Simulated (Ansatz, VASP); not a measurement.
# Al3Cu: VASP beside Ansatz

INCAR

```
ALGO     = Fast           # electronic algorithm
EDIFF    = 1E-6           # SCF threshold, eV
ENCUT    = 520            # plane-wave cutoff, eV
ISIF     = 2              # what is computed and relaxed
ISMEAR   = 0              # smearing method
LASPH    = T              # aspherical terms in the spheres
LCHARG   = F              # write CHGCAR
LREAL    = F              # projectors in reciprocal space
LWAVE    = F              # write WAVECAR
NBANDS   = 18             # bands
NELM     = 60             # most SCF steps
PREC     = Accurate       # precision mode
SIGMA    = 0.15           # smearing width, eV
```

Contents of KPOINTS:

```
k-points
0
Gamma
  12 12 12
```

POSCAR

```
Al3Cu
1.0
    3.6741811000      0.0000000000      0.0000000000
    0.0000000000      3.6741811000      0.0000000000
    0.0000000000      0.0000000000      3.9038174188
Al Cu
3 1
Direct
    0.0000000000      0.5000000000      0.5000000000
    0.5000000000      0.0000000000      0.5000000000
    0.5000000000      0.5000000000      0.0000000000
    0.0000000000      0.0000000000      0.0000000000
```

Input for Ansatz:

```yaml
crystal:
  lattice:
    - [3.6741811, 0.0, 0.0]
    - [0.0, 3.6741811, 0.0]
    - [0.0, 0.0, 3.9038174188]
  atoms:
    - { symbol: Al, position: [0.0, 0.5, 0.5] }
    - { symbol: Al, position: [0.5, 0.0, 0.5] }
    - { symbol: Al, position: [0.5, 0.5, 0.0] }
    - { symbol: Cu, position: [0.0, 0.0, 0.0] }
basis:
  ecutwfc: 520.0
kpoints:
  mp_grid: { grid: [12, 12, 12] }
hamiltonian:
  xc: lda
  pseudopotentials: { kind: paw, azcp: { folder: soft_1 } }
scf:
  occupations: { method: gaussian, width: 0.15 }
output:
  forces: true
  stress: true
  eigenvalues: true
```

Alike in both runs: task single point; functional LDA; k mesh 12 × 12 × 12; occupations gaussian, width 0.15 eV; no spin polarisation.

|  | VASP | Ansatz |
| --- | --- | --- |
| version | VASP 6.6.1 | Ansatz 0.2.0 |
| potentials or method | VASP PAW LDA potentials, release 64 (Al, Cu), cutoff 520 eV | scalar-relativistic, plane waves, PAW |
| valence electrons in the cell | 20 | 28 |

Ansatz gave:

```
gap on the k mesh at the Fermi level (eV)                     : none
pressure (GPa)                                                : 10.7
traceless stress, the component that is largest in VASP (GPa) : -5.85
```

What did VASP give for the same quantities?

gap on the k mesh at the Fermi level (eV): none; pressure (GPa): 11.2; traceless stress, the component that is largest in VASP (GPa): -5.88.

Ansatz warns that its potentials were made for another functional, while VASP's fit it. LDA's correlation is that of Perdew and Zunger in VASP and of Perdew and Wang (1992) in Ansatz. A gap of «none» marks a metal or a gap that the smearing closes. VASP's potentials hold 20 valence electrons a cell and Ansatz's 28, so a difference there can come from the potentials and not from the codes.
